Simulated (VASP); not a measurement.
A run of VASP 6.6.1:

The input INCAR:

```
SYSTEM = LuSc2N3
PREC = Accurate
ENCUT = 600
EDIFF = 1E-6
ISMEAR = 0
SIGMA = 0.1
LREAL = .FALSE.
LASPH = .TRUE.
NELM = 100
ALGO = Normal
ISIF = 3
LWAVE = .FALSE.
LCHARG = .FALSE.
GGA = PE
IBRION = 2
NSW = 90
EDIFFG = -0.04
```

KPOINTS

```
regular mesh
0
G
  6 6 4
  0 0 0
```

File POSCAR:

```
LuSc2N3
1.0
    5.5612848400      0.0000000000      0.0000000000
   -2.7806424200      4.8162139500      0.0000000000
    0.0000000000      0.0000000000      4.0722807600
Lu Sc N
1 2 3
Direct
    0.0000000000      0.0000000000      0.5000000000
    0.3333333300      0.6666666700      0.5000000000
    0.6666666700      0.3333333300      0.5000000000
    0.3333333300      0.6666666700      0.0000000000
    0.6666666700      0.3333333300      0.0000000000
    0.0000000000      0.0000000000      0.0000000000
```

Potentials or basis: VASP PAW PBE potentials, release 64 (Lu, Sc_sv, N).

Launch:

```sh
$ cat potpaw_PBE.64/Lu/POTCAR potpaw_PBE.64/Sc_sv/POTCAR potpaw_PBE.64/N/POTCAR > POTCAR
$ mpirun -np 1 vasp_std > vasp.out
```

Hardware: 1 thread of AMD EPYC 9R45 96-Core Processor (Zen 5) (shared host).

Problem. Estimate the wall time of this run.

Solution. Run time: 16 min on 1 thread of AMD EPYC 9R45 96-Core Processor (Zen 5), with other jobs on the host, peak memory 0.33 GiB. Counts: scf iterations 172, k points 21, ion steps 12.
